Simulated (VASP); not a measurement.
# Rh (I4/mmm) in VASP: a series of runs

Rh is run at these levels: r2SCAN; tasks: single point.

Program: VASP 6.6.1. These are calculated values, not measurements. Logs are shortened: lines on timing, memory, paths and dates and some standing lists are left out, and cuts for length are marked.

## (1) The cell of the first run

Symmetry: I4/mmm, No. 139, tetragonal system. Conventional cell: a = 2.689 Å, b = 2.689 Å, c = 3.613 Å, α = 90.00°, β = 90.00°, γ = 90.00°. Within 3.9 Å of Rh (site symmetry 4/mmm) lie 18 Rh at 2.62 to 3.80 Å.

## (2) Single point, r2SCAN (strain +0.000 along x and y, -0.050 along z)

File POSCAR:

```
Rh
1.0
    0.0000000000      1.9015500000      1.8064725000
    1.9015500000      0.0000000000      1.8064725000
    1.9015500000      1.9015500000      0.0000000000
Rh
1
Direct
    0.0000000000      0.0000000000      0.0000000000
```

File INCAR.step1:

```
SYSTEM = Rh
ALGO     = Normal         ! electronic algorithm
EDIFF    = 1E-4           ! SCF threshold, eV
ENCUT    = 520            ! plane-wave cutoff, eV
GGA      = PE             ! functional
ISMEAR   = 0              ! smearing method
LASPH    = .True.         ! aspherical terms in the spheres
LCHARG   = .False.        ! write CHGCAR
LREAL    = .False.        ! projectors in reciprocal space
LWAVE    = .True.         ! write WAVECAR
NBANDS   = 14             ! bands
NELM     = 80             ! most SCF steps
PREC     = Accurate       ! precision mode
SIGMA    = 0.15           ! smearing width, eV
```

File INCAR.step2:

```
SYSTEM = Rh
ALGO     = Normal         ! electronic algorithm
EDIFF    = 1E-7           ! SCF threshold, eV
ENCUT    = 520            ! plane-wave cutoff, eV
ISIF     = 2              ! what is computed and relaxed
ISMEAR   = 0              ! smearing method
ISTART   = 1            
LASPH    = .True.         ! aspherical terms in the spheres
LCHARG   = .False.        ! write CHGCAR
LMIXTAU  = .True.       
LREAL    = .False.        ! projectors in reciprocal space
LWAVE    = .False.        ! write WAVECAR
METAGGA  = R2SCAN         ! meta-GGA
NBANDS   = 14             ! bands
NELM     = 80             ! most SCF steps
PREC     = Accurate       ! precision mode
SIGMA    = 0.15           ! smearing width, eV
```

File KPOINTS:

```
k-points
0
Gamma
  22 22 22
  0 0 0
```

Potentials or basis: VASP PAW PBE potentials, release 64 (Rh_pv).

Started as:

```
$ cat potpaw_PBE.64/Rh_pv/POTCAR > POTCAR
$ cp INCAR.step1 INCAR
$ mpirun -np 1 vasp_std > vasp.out
$ cp INCAR.step2 INCAR
$ mpirun -np 1 vasp_std > vasp.out
```

OUTCAR:

```text
SYSTEM = Rh
   EDIFF = 1E-7
   ENCUT = 520
   ISIF = 2
   ISMEAR = 0
   ISTART = 1
   LASPH = .True.
   LREAL = .False.
   METAGGA = R2SCAN
   NELM = 80
   PREC = Accurate

 ion  position               nearest neighbor table
   1  0.000  0.000  0.000-

  LATTYP: Found a body centered tetragonal cell.
 ALAT       =     2.6891977995
 C/A-ratio  =     1.3435028843

  Lattice vectors:

 A1 = (   0.0000000000,  -1.9015500000,  -1.8064725000)
 A2 = (   0.0000000000,   1.9015500000,  -1.8064725000)
 A3 = (   1.9015500000,   0.0000000000,   1.8064725000)

Analysis of symmetry for initial positions (statically):
=====================================================================
 Subroutine PRICEL returns:
 Original cell was already a primitive cell.

 Routine SETGRP: Setting up the symmetry group for a
 body centered tetragonal supercell.

 Subroutine GETGRP returns: Found 16 space group operations
 (whereof 16 operations were pure point group operations)
 out of a pool of 16 trial point group operations.

The static configuration has the point symmetry D_4h.

Analysis of symmetry for dynamics (positions and initial velocities):
=====================================================================
 Subroutine PRICEL returns:
 Original cell was already a primitive cell.

 Routine SETGRP: Setting up the symmetry group for a
 body centered tetragonal supercell.

 Subroutine GETGRP returns: Found 16 space group operations
 (whereof 16 operations were pure point group operations)
 out of a pool of 16 trial point group operations.

The dynamic configuration has the point symmetry D_4h.

 Subroutine INISYM returns: Found 16 space group operations
 (whereof 16 operations are pure point group operations),
 and found     1 'primitive' translations

----------------------------------------------------------------------------------------

                                     Primitive cell

  volume of cell :      13.0640

  direct lattice vectors                    reciprocal lattice vectors
     0.000000000  1.901550000  1.806472500    -0.262943388  0.262943388  0.276782514
     1.901550000  0.000000000  1.806472500     0.262943388 -0.262943388  0.276782514
     1.901550000  1.901550000  0.000000000     0.262943388  0.262943388 -0.276782514

  length of vectors
     2.622829635  2.622829635  2.689197800     0.463559070  0.463559070  0.463559070

  position of ions in fractional coordinates (direct lattice)
     0.000000000  0.000000000  0.000000000

  ion indices of the primitive-cell ions
   primitive index   ion index
                 1           1

----------------------------------------------------------------------------------------

 KPOINTS: k-points

Automatic generation of k-mesh.
 Grid dimensions read from file:
 generate k-points for:   22   22   22

 Generating k-lattice:

  Cartesian coordinates                     Fractional coordinates (reciprocal lattice)
    -0.011951972  0.011951972  0.012581023     0.045454545 -0.000000000  0.000000000
     0.011951972 -0.011951972  0.012581023    -0.000000000  0.045454545  0.000000000
     0.011951972  0.011951972 -0.012581023     0.000000000  0.000000000  0.045454545

  Length of vectors
     0.021070867  0.021070867  0.021070867

  Shift w.r.t. Gamma in fractional coordinates (k-lattice)
     0.000000000  0.000000000  0.000000000

 Subroutine IBZKPT returns following result:
 ===========================================

 Found    834 irreducible k-points:

 Following reciprocal coordinates:
            Coordinates               Weight
  0.000000  0.000000  0.000000      1.000000
  0.045455  0.000000  0.000000      8.000000
  0.090909  0.000000  0.000000      8.000000
  0.136364  0.000000  0.000000      8.000000
  0.181818  0.000000  0.000000      8.000000
  0.227273  0.000000  0.000000      8.000000
[... 16 lines left out ...]
  0.500000  0.045455  0.000000      8.000000
 -0.454545  0.045455  0.000000      8.000000
 [... further k-points ...]
   k-points           NKPTS =    834   k-points in BZ     NKDIM =    834   number of bands    NBANDS=     14
   number of dos      NEDOS =    301   number of ions     NIONS =      1
   total plane-waves  NPLWV =   8000
   dimension x,y,z NGX =    20 NGY =   20 NGZ =   20
   dimension x,y,z NGXF=    40 NGYF=   40 NGZF=   40
   ions per type =               1
   NGX,Y,Z   is equivalent  to a cutoff of  12.68, 12.68, 12.36 a.u.
   NGXF,Y,Z  is equivalent  to a cutoff of  25.35, 25.35, 24.73 a.u.
 SYSTEM =  Rh
   PREC   = accura    normal or accurate (medium, high low for compatibility)
   ISTART =      1    job   : 0-new  1-cont  2-samecut
   ICHARG =      0    charge: 1-file 2-atom 10-const
   ISPIN  =      1    spin polarized calculation?
   LNONCOLLINEAR =      F non collinear calculations
   LSORBIT =      F    spin-orbit coupling
   LASPH  =      T    aspherical Exc in radial PAW
   ENCUT  =  520.0 eV  38.22 Ry    6.18 a.u.   4.88  4.88  5.00*2*pi/ulx,y,z
   NELM   =     80;   NELMIN=  2; NELMDL=  0     # of ELM steps
   EDIFF  = 0.1E-06   stopping-criterion for ELM
   LREAL  =      F    real-space projection
   EDIFFG = 0.1E-05   stopping-criterion for IOM
   NSW    =      0    number of steps for IOM
   IBRION =     -1    ionic relax: 0-MD 1-quasi-New 2-CG
   NFREE  =      0    steps in history (QN), initial steepest desc. (CG)
   ISIF   =      2    stress and relaxation
   ISYM   =      2    0-nonsym 1-usesym 2-fastsym
   POTIM  = 0.5000    time-step for ionic-motion
   TEBEG  =    0.0;   TEEND  =   0.0 temperature during run
   PSTRESS=    0.0 pullay stress
   NELECT =      15.0000    total number of electrons
   NUPDOWN=      -1.0000    fix difference up-down
   EMIN   =  10.00;   EMAX   =-10.00  energy-range for DOS
   EFERMI =   0.00;   METHOD = LEGACY
   ISMEAR =     0;   SIGMA  =   0.15  broadening in eV -4-tet -1-fermi 0-gaus
   EFERMI_NEDOS =   21; number of points for ismear=-14 and -15
   IALGO  =     38    algorithm
   IMIX   =      4    mixing-type and parameters
     AMIX     =   0.40;   BMIX     =  1.00
     AMIX_MAG =   1.60;   BMIX_MAG =  1.00
  volume/ion in A,a.u.               =      13.06        88.16
  Fermi-wavevector in a.u.,A,eV,Ry     =   1.714272  3.239504 39.983811  2.938727
  Thomas-Fermi vector in A             =   2.791860
   LORBIT       =      0    0 simple, 1 ext, 2 COOP (PROOUT), +10 PAW based schemes
   METAGGA = R2SCAN    functional components
   LHFCALC =     F    Hartree Fock is set to
   AEXX    =    0.0000 exact exchange contribution
   IVDW    =     0    specifies the selected vdW correction
   LEPSILON=     F    determine dielectric tensor
   LRPA    =     F    only Hartree local field effects (RPA)
 non-spin polarized calculation
 Gauss-broadening in eV      SIGMA  =   0.15
  energy-cutoff  :      520.00
  volume of cell :       13.06
 maximum number of plane-waves:       370
   NGX =  9   NGY =  9   NGZ =  9

 number of electron      15.0000000 magnetization

 Free energy of the ion-electron system (eV)
  ---------------------------------------------------
  ext. energy  EPLUGINS =         0.00000000
  ---------------------------------------------------
  free energy    TOTEN  =       -24.08827268 eV

  energy without entropy =      -24.07500436  energy(sigma->0) =      -24.08163852

 E-fermi :  12.6876     XC(G=0): -15.5897

 val. band max:       12.6872986866   @ k =  -0.0455   0.2727   0.2273
 cond. band min:      12.6890445523   @ k =   0.3182   0.1364   0.0909
 fundamental gap:      0.0017458657
 Fermi energy:        12.6876277745

 k-point     1 :       0.0000    0.0000    0.0000
  band No.  band energies     occupation
      1     -35.1868      2.00000
      2     -35.1868      2.00000
      3     -35.1538      2.00000
      4       4.1275      2.00000
      5       9.0856      2.00000
      6       9.0856      2.00000
      7       9.6703      2.00000
      8      11.1731      2.00000
      9      11.8837      2.00000
     10      29.4157      0.00000
     11      30.0378      0.00000
     12      34.8308      0.00000
     13      34.8308      0.00000
     14      36.6813      0.00000

 k-point     2 :       0.0455    0.0000    0.0000
  band No.  band energies     occupation
      1     -35.2017      2.00000
      2     -35.1901      2.00000
      3     -35.1606      2.00000
      4       4.2198      2.00000
      5       9.0737      2.00000
      6       9.1224      2.00000
      7       9.6752      2.00000
      8      11.1582      2.00000
      9      11.8564      2.00000
     10      29.5543      0.00000
     11      30.0380      0.00000
     12      34.5605      0.00000
     13      34.9669      0.00000
     14      36.5610      0.00000

 k-point     3 :       0.0909    0.0000    0.0000
  band No.  band energies     occupation
      1     -35.2550      2.00000
      2     -35.1998      2.00000
      3     -35.1707      2.00000
      4       4.4881      2.00000
      5       9.0216      2.00000
      6       9.2207      2.00000
      7       9.7134      2.00000
      8      11.1275      2.00000
      9      11.7851      2.00000
     10      29.9419      0.00000
     11      30.0376      0.00000
     12      33.6635      0.00000
     13      35.3674      0.00000
     14      36.6871      0.00000
[... 324 lines left out ...]
 k-point    23 :       0.5000    0.0455    0.0000
  band No.  band energies     occupation
      1     -36.1077      2.00000
      2     -35.3535      2.00000
      3     -35.2723      2.00000
      4       5.9753      2.00000
      5       8.8938      2.00000
      6       9.3999      2.00000
      7      12.3664      1.99754
      8      13.5129      0.00000
      9      14.3850      0.00000
     10      22.3905      0.00000
     11      29.0486      0.00000
     12      30.0383      0.00000
     13      34.9062      0.00000
     14      35.7982      0.00000

 k-point    24 :      -0.4545    0.0455    0.0000
  band No.  band energies     occupation
      1     -36.0991      2.00000
      2     -35.3488      2.00000
      3     -35.2753      2.00000
      4       5.9876      2.00000
      5       8.8965      2.00000
      6       9.4063      2.00000
      7      12.3816      1.99609
      8      13.3919      0.00000
      9      14.2747      0.00000
     10      22.5750      0.00000
     11      29.0923      0.00000
     12      30.0382      0.00000
     13      35.2013      0.00000
     14      35.6560      0.00000

 [... further k-points ...]

------------------------ aborting loop because EDIFF is reached ----------------------------------------

  FORCE on cell =-STRESS in cart. coord.  units (eV):
  Direction    XX          YY          ZZ          XY          YZ          ZX
  --------------------------------------------------------------------------------------
  -------------------------------------------------------------------------------------
  Total        1.0645695      1.0645695      2.1856771      0.0000000      0.0000000      0.0000000
  in kB      130.5592813    130.5592813    268.0524179      0.0000000      0.0000000      0.0000000
  external PRESSURE =     176.3903268 kB  Pullay stress =       0.0000000 kB

 VOLUME and BASIS-vectors are now :
 -----------------------------------------------------------------------------
  energy-cutoff  :      520.00
  volume of cell :       13.06
      direct lattice vectors                 reciprocal lattice vectors
     0.000000000  1.901550000  1.806472500    -0.262943388  0.262943388  0.276782514
     1.901550000  0.000000000  1.806472500     0.262943388 -0.262943388  0.276782514
     1.901550000  1.901550000  0.000000000     0.262943388  0.262943388 -0.276782514

 POSITION                                       TOTAL-FORCE (eV/Angst)
 -----------------------------------------------------------------------------------
      0.00000      0.00000      0.00000         0.000000      0.000000      0.000000
 -----------------------------------------------------------------------------------
    total drift:                                0.000000     -0.000000      0.000000

  FREE ENERGIE OF THE ION-ELECTRON SYSTEM (eV)
  ---------------------------------------------------
  free  energy   TOTEN  =       -24.0882726817 eV

  energy  without entropy=      -24.0750043609  energy(sigma->0) =      -24.08163852
```

It took 3.8 min on 1 thread of Intel Xeon 6975P-C (Granite Rapids), shared host; peak memory 0.24 GiB.

Results:

- Free energy: -24.0883 eV
- Pressure: 17.6 GPa
- Band gap on the k mesh: zero (an odd number of electrons rules out a gap without spin polarisation)

Caveat: the cell differs from its parent crystal (strain +0.000 along x and y, -0.050 along z); the cell stands under pressure; the PAW data sets were made with another functional, which shifts forces and pressure a little.

(Part 1 of 2 ends here.)
